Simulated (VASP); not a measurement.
A run of VASP 6.6.1 is set up as follows.

INCAR

```
  PREC = Accurate
  ENCUT = 520
  EDIFF = 1E-7
  ISMEAR = -1
  SIGMA = 0.05
  LREAL = False
  LASPH = True
  NELM = 150
  ALGO = Normal
  ISIF = 2
  LWAVE = False
  LCHARG = True
  ISPIN = 2
  MAGMOM = 1.577 1.603 1.603
  LORBIT = 11
  LMAXMIX = 4
  LELF = True
  LVHAR = True
  NBANDS = 24
```

Contents of KPOINTS:

```
Automatic mesh
0
Gamma
  11 11 15
```

The input POSCAR:

```
Co
1.0
    3.9063405031      0.0000000000      0.0000000000
   -1.9531702516      3.3829901115      0.0000000000
    0.0000000000      0.0000000000      2.4079836672
Co
3
Direct
    0.0000000000      0.0000000000      0.0000000000
    0.3333333333      0.6666666667      0.5000000000
    0.6666666667      0.3333333333      0.5000000000
```

Potentials or basis: VASP PAW LDA potentials, release 64 (Co).

Command:

```sh
$ cat potpaw_LDA.64/Co/POTCAR > POTCAR
$ mpirun -np 1 vasp_std > vasp.out
```

Problem. What does it give for the site moments?

Solution. Co +1.55, +1.57 (each value once) μB.

Problem. Estimate the net moment.

Solution. 4.71 μB per cell.

Problem. Estimate the pressure.

Solution. -10.5 GPa.

Stress tensor (GPa, compression positive):
```
-10.71   0.00   0.00
  0.00 -10.71   0.00
  0.00   0.00 -10.08
```

Caveat: the cell stands under tension.
